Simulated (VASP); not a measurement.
# Sb in VASP: a series of runs

The runs below take Sb through single point, relaxation of cell and atoms, with PBE.

Everything below comes from runs of VASP 6.6.1. Logs are shortened: lines on timing, memory, paths and dates and some standing lists are left out, and cuts for length are marked.

**1. The cell of the first run**

Symmetry: Cmmm, No. 65, orthorhombic system. Conventional cell: a = 4.360 Å, b = 4.382 Å, c = 3.184 Å, α = 90.00°, β = 90.00°, γ = 90.00°. Sb (site symmetry mmm) has 6 Sb at 3.09 to 3.18 Å within 4.1 Å.

**2. Single point, PBE**

Contents of INCAR:

```
ALGO = Normal ; EDIFF = 1E-7
ENCUT = 520 ; GGA = PE
ISIF = 2 ; ISMEAR = 0
LASPH = True ; LCHARG = False
LREAL = False ; LWAVE = False
NBANDS = 8 ; NELM = 80
PREC = Accurate ; SIGMA = 0.1
```

Contents of KPOINTS:

```
k-points
0
Gamma
  6 6 6
```

Contents of POSCAR:

```
Sb
1.0
    2.1797743798     -2.1910912531      0.0000000000
    2.1797743798      2.1910912531      0.0000000000
    0.0000000000      0.0000000000      3.1841658698
Sb
1
Direct
    0.0000000000      0.0000000000      0.0000000000
```

Potentials or basis: VASP PAW PBE potentials, release 64 (Sb).

Run with:

```bash
> cat potpaw_PBE.64/Sb/POTCAR > POTCAR
> mpirun -np 1 vasp_std > vasp.out
```

OUTCAR:

```text
EDIFF = 1E-7
   ENCUT = 520
   GGA = PE
   ISIF = 2
   ISMEAR = 0
   LASPH = True
   LREAL = False
   NELM = 80
   PREC = Accurate

 ion  position               nearest neighbor table
   1  0.000  0.000  0.000-

  LATTYP: Found a base centered orthorhombic cell.
 ALAT       =     4.3595487596
 B/A-ratio  =     1.0051917636
 C/A-ratio  =     0.7303888649

  Lattice vectors:

 A1 = (   2.1797743798,  -2.1910912531,   0.0000000000)
 A2 = (   2.1797743798,   2.1910912531,   0.0000000000)
 A3 = (   0.0000000000,   0.0000000000,   3.1841658698)

Analysis of symmetry for initial positions (statically):
=====================================================================
 Subroutine PRICEL returns:
 Original cell was already a primitive cell.

 Routine SETGRP: Setting up the symmetry group for a
 base centered orthorhombic supercell.

 Subroutine GETGRP returns: Found  8 space group operations
 (whereof  8 operations were pure point group operations)
 out of a pool of  8 trial point group operations.

The static configuration has the point symmetry D_2h.

Analysis of symmetry for dynamics (positions and initial velocities):
=====================================================================
 Subroutine PRICEL returns:
 Original cell was already a primitive cell.

 Routine SETGRP: Setting up the symmetry group for a
 base centered orthorhombic supercell.

 Subroutine GETGRP returns: Found  8 space group operations
 (whereof  8 operations were pure point group operations)
 out of a pool of  8 trial point group operations.

The dynamic configuration has the point symmetry D_2h.

 Subroutine INISYM returns: Found  8 space group operations
 (whereof  8 operations are pure point group operations),
 and found     1 'primitive' translations

----------------------------------------------------------------------------------------

                                     Primitive cell

  volume of cell :      30.4157

  direct lattice vectors                    reciprocal lattice vectors
     2.179774380 -2.191091253  0.000000000     0.229381538 -0.228196794  0.000000000
     2.179774380  2.191091253  0.000000000     0.229381538  0.228196794  0.000000000
     0.000000000  0.000000000  3.184165870     0.000000000  0.000000000  0.314053991

  length of vectors
     3.090679088  3.090679088  3.184165870     0.323557826  0.323557826  0.314053991

  position of ions in fractional coordinates (direct lattice)
     0.000000000  0.000000000  0.000000000

  ion indices of the primitive-cell ions
   primitive index   ion index
                 1           1

----------------------------------------------------------------------------------------

 KPOINTS: k-points

Automatic generation of k-mesh.
 Grid dimensions read from file:
 generate k-points for:    6    6    6

 Generating k-lattice:

  Cartesian coordinates                     Fractional coordinates (reciprocal lattice)
     0.038230256 -0.038032799  0.000000000     0.166666667  0.000000000  0.000000000
     0.038230256  0.038032799  0.000000000     0.000000000  0.166666667  0.000000000
     0.000000000  0.000000000  0.052342332     0.000000000  0.000000000  0.166666667

  Length of vectors
     0.053926304  0.053926304  0.052342332

  Shift w.r.t. Gamma in fractional coordinates (k-lattice)
     0.000000000  0.000000000  0.000000000

 Subroutine IBZKPT returns following result:
 ===========================================

 Found     52 irreducible k-points:

 Following reciprocal coordinates:
            Coordinates               Weight
  0.000000  0.000000  0.000000      1.000000
  0.166667 -0.000000  0.000000      4.000000
  0.333333 -0.000000  0.000000      4.000000
  0.500000 -0.000000  0.000000      2.000000
  0.166667  0.166667  0.000000      2.000000
  0.333333  0.166667  0.000000      4.000000
[... 16 lines left out ...]
  0.333333  0.333333  0.166667      4.000000
  0.500000  0.333333  0.166667      8.000000
 [... further k-points ...]
   k-points           NKPTS =     52   k-points in BZ     NKDIM =     52   number of bands    NBANDS=      8
   number of dos      NEDOS =    301   number of ions     NIONS =      1
   total plane-waves  NPLWV =  13824
   dimension x,y,z NGX =    24 NGY =   24 NGZ =   24
   dimension x,y,z NGXF=    48 NGYF=   48 NGZF=   48
   ions per type =               1
   NGX,Y,Z   is equivalent  to a cutoff of  12.91, 12.91, 12.53 a.u.
   NGXF,Y,Z  is equivalent  to a cutoff of  25.82, 25.82, 25.06 a.u.
 SYSTEM =  unknown system
   PREC   = accura    normal or accurate (medium, high low for compatibility)
   ISTART =      0    job   : 0-new  1-cont  2-samecut
   ICHARG =      2    charge: 1-file 2-atom 10-const
   ISPIN  =      1    spin polarized calculation?
   LNONCOLLINEAR =      F non collinear calculations
   LSORBIT =      F    spin-orbit coupling
   LASPH  =      T    aspherical Exc in radial PAW
   ENCUT  =  520.0 eV  38.22 Ry    6.18 a.u.   5.75  5.75  5.92*2*pi/ulx,y,z
   NELM   =     80;   NELMIN=  2; NELMDL= -5     # of ELM steps
   EDIFF  = 0.1E-06   stopping-criterion for ELM
   LREAL  =      F    real-space projection
   EDIFFG = 0.1E-05   stopping-criterion for IOM
   NSW    =      0    number of steps for IOM
   IBRION =     -1    ionic relax: 0-MD 1-quasi-New 2-CG
   NFREE  =      0    steps in history (QN), initial steepest desc. (CG)
   ISIF   =      2    stress and relaxation
   ISYM   =      2    0-nonsym 1-usesym 2-fastsym
   POTIM  = 0.5000    time-step for ionic-motion
   TEBEG  =    0.0;   TEEND  =   0.0 temperature during run
   PSTRESS=    0.0 pullay stress
   NELECT =       5.0000    total number of electrons
   NUPDOWN=      -1.0000    fix difference up-down
   EMIN   =  10.00;   EMAX   =-10.00  energy-range for DOS
   EFERMI =   0.00;   METHOD = LEGACY
   ISMEAR =     0;   SIGMA  =   0.10  broadening in eV -4-tet -1-fermi 0-gaus
   EFERMI_NEDOS =   21; number of points for ismear=-14 and -15
   IALGO  =     38    algorithm
   IMIX   =      4    mixing-type and parameters
     AMIX     =   0.40;   BMIX     =  1.00
     AMIX_MAG =   1.60;   BMIX_MAG =  1.00
  volume/ion in A,a.u.               =      30.42       205.26
  Fermi-wavevector in a.u.,A,eV,Ry     =   0.896807  1.694719 10.942657  0.804263
  Thomas-Fermi vector in A             =   2.019312
   LORBIT       =      0    0 simple, 1 ext, 2 COOP (PROOUT), +10 PAW based schemes
   GGA     = PE    functional components
   LHFCALC =     F    Hartree Fock is set to
   AEXX    =    0.0000 exact exchange contribution
   IVDW    =     0    specifies the selected vdW correction
   LEPSILON=     F    determine dielectric tensor
   LRPA    =     F    only Hartree local field effects (RPA)
 non-spin polarized calculation
 Gauss-broadening in eV      SIGMA  =   0.10
  energy-cutoff  :      520.00
  volume of cell :       30.42
 maximum number of plane-waves:       848
   NGX = 11   NGY = 11   NGZ = 11

 number of electron       5.0000000 magnetization

 Free energy of the ion-electron system (eV)
  ---------------------------------------------------
  ext. energy  EPLUGINS =         0.00000000
  ---------------------------------------------------
  free energy    TOTEN  =        -4.12006878 eV

  energy without entropy =       -4.11614187  energy(sigma->0) =       -4.11810532

 E-fermi :   7.1147     XC(G=0):  -9.5346

 val. band max:        7.1005045251   @ k =   0.1667  -0.0000   0.0000
 cond. band min:       7.1446447434   @ k =   0.5000   0.3333   0.3333
 fundamental gap:      0.0441402183
 Fermi energy:         7.1146662603

 k-point     1 :       0.0000    0.0000    0.0000
  band No.  band energies     occupation
      1      -5.3439      2.00000
      2       9.5830      0.00000
      3      10.3790      0.00000
      4      10.4023      0.00000
      5      13.5144      0.00000
      6      13.9872      0.00000
      7      15.1591      0.00000
      8      24.3052      0.00000

 k-point     2 :       0.1667   -0.0000    0.0000
  band No.  band energies     occupation
      1      -4.9394      2.00000
      2       7.1005      1.15874
      3       9.9740      0.00000
      4      10.7849      0.00000
      5      13.8859      0.00000
      6      14.8967      0.00000
      7      18.3346      0.00000
      8      21.8319      0.00000

 k-point     3 :       0.3333   -0.0000    0.0000
  band No.  band energies     occupation
      1      -3.8223      2.00000
      2       3.3123      2.00000
      3      10.9503      0.00000
      4      11.7696      0.00000
      5      14.8464      0.00000
      6      15.9660      0.00000
      7      19.0852      0.00000
      8      19.7673      0.00000

 k-point     4 :       0.5000   -0.0000    0.0000
  band No.  band energies     occupation
      1      -2.8659      2.00000
      2       1.4208      2.00000
      3      11.6212      0.00000
      4      12.4476      0.00000
      5      15.8079      0.00000
      6      17.2204      0.00000
      7      17.7982      0.00000
      8      18.3364      0.00000

 k-point     5 :       0.1667    0.1667    0.0000
  band No.  band energies     occupation
      1      -4.5312      2.00000
      2       7.3055      0.00695
      3       7.6548      0.00000
      4      10.3695      0.00000
      5      14.3585      0.00000
      6      18.1891      0.00000
      7      18.3285      0.00000
      8      19.9912      0.00000
[... 177 lines left out ...]
 k-point    22 :      -0.1667    0.1667    0.1667
  band No.  band energies     occupation
      1      -4.1751      2.00000
      2       7.3253      0.00290
      3       7.6659      0.00000
      4       8.1437      0.00000
      5      17.5184      0.00000
      6      18.1710      0.00000
      7      18.3882      0.00000
      8      19.0297      0.00000

 k-point    23 :       0.3333    0.3333    0.1667
  band No.  band energies     occupation
      1      -1.9042      2.00000
      2       4.7994      2.00000
      3       5.2954      2.00000
      4       9.5036      0.00000
      5      12.6594      0.00000
      6      16.3851      0.00000
      7      16.7611      0.00000
      8      20.1782      0.00000

 k-point    24 :       0.5000    0.3333    0.1667
  band No.  band energies     occupation
      1      -0.9150      2.00000
      2       3.1168      2.00000
      3       5.8415      2.00000
      4      10.3178      0.00000
      5      11.0290      0.00000
      6      15.0981      0.00000
      7      17.4833      0.00000
      8      20.6653      0.00000

 [... further k-points ...]
[... 5 lines left out ...]
  --------------------------------------------------------------------------------------
  -------------------------------------------------------------------------------------
  Total        0.0095992     -0.0152614     -0.0033089     -0.0000000      0.0000000      0.0000000
  in kB        0.5056462     -0.8039116     -0.1743022     -0.0000000      0.0000000      0.0000000
  external PRESSURE =      -0.1575225 kB  Pullay stress =       0.0000000 kB

 VOLUME and BASIS-vectors are now :
 -----------------------------------------------------------------------------
  energy-cutoff  :      520.00
  volume of cell :       30.42
      direct lattice vectors                 reciprocal lattice vectors
     2.179774380 -2.191091253  0.000000000     0.229381538 -0.228196794  0.000000000
     2.179774380  2.191091253  0.000000000     0.229381538  0.228196794  0.000000000
     0.000000000  0.000000000  3.184165870     0.000000000  0.000000000  0.314053991

 POSITION                                       TOTAL-FORCE (eV/Angst)
 -----------------------------------------------------------------------------------
      0.00000      0.00000      0.00000         0.000000      0.000000      0.000000
 -----------------------------------------------------------------------------------
    total drift:                                0.000000      0.000000      0.000000

  FREE ENERGIE OF THE ION-ELECTRON SYSTEM (eV)
  ---------------------------------------------------
  free  energy   TOTEN  =        -4.1200687762 eV

  energy  without entropy=       -4.1161418699  energy(sigma->0) =       -4.11810532
```

Run time: 6.5 s. Hardware: 1 thread of Intel Xeon 6975P-C, shared host; peak memory 0.14 GiB.

What came out:

```yaml
Free_energy: -4.1201 eV
Pressure: 0.0 GPa
```

Stress tensor (GPa, compression positive):
```
 0.05  0.00  0.00
 0.00 -0.08  0.00
 0.00  0.00 -0.02
```

Caveat: spin-orbit coupling is left out, which moves the levels of the heavy elements.

**3. Single point, PBE**

This run uses another cell than the first one, of 30.07 Å³/atom, 0.989 times its volume.

Contents of INCAR:

```
SYSTEM = Sb
PREC = Accurate ; ENCUT = 520
EDIFF = 1E-6 ; ISMEAR = 0
SIGMA = 0.1 ; LREAL = .False.
LASPH = .True. ; NELM = 100
ALGO = Normal ; ISIF = 2
LWAVE = .False. ; LCHARG = .False.
GGA = PE ; NBANDS = 8
```

Contents of KPOINTS:

```
regular mesh
0
Gamma
  18 18 18
  0 0 0
```

Contents of POSCAR:

```
Sb
1.0
    3.1095603946      0.0000000000      0.0000000000
    0.0000000000      3.1095603946      0.0000000000
    0.0000000000      0.0000000000      3.1095455702
Sb
1
Direct
    0.0000000000      0.0000000000      0.0000000000
```

Potentials or basis: VASP PAW PBE potentials, release 64 (Sb).

Run with:

```bash
> cat potpaw_PBE.64/Sb/POTCAR > POTCAR
> mpirun -np 1 vasp_std > vasp.out
```

It took 22 s on 1 thread of Intel Xeon 6975P-C, shared host; peak memory 0.17 GiB.

The run converged. Its results:

- Free energy: -4.0939 eV
- Pressure: 0.0 GPa

Levels at points of the mesh, in eV from the Fermi level:
```tsv
k point	band 1	band 2	band 3	band 4	band 5	band 6
(0.00, 0.00, 0.00)	-12.36	3.22	3.22	3.22	6.88	6.88
(0.50, 0.00, 0.00)	-9.97	-5.55	5.20	5.20	8.95	10.55
(0.50, 0.50, 0.00)	-7.43	-3.53	-3.53	2.18	7.21	12.74
(0.50, 0.50, 0.50)	-4.61	-1.63	-1.63	-1.63	4.81	4.81
```

Caveat: spin-orbit coupling is left out, which moves the levels of the heavy elements.

[end of part 1 of 2]
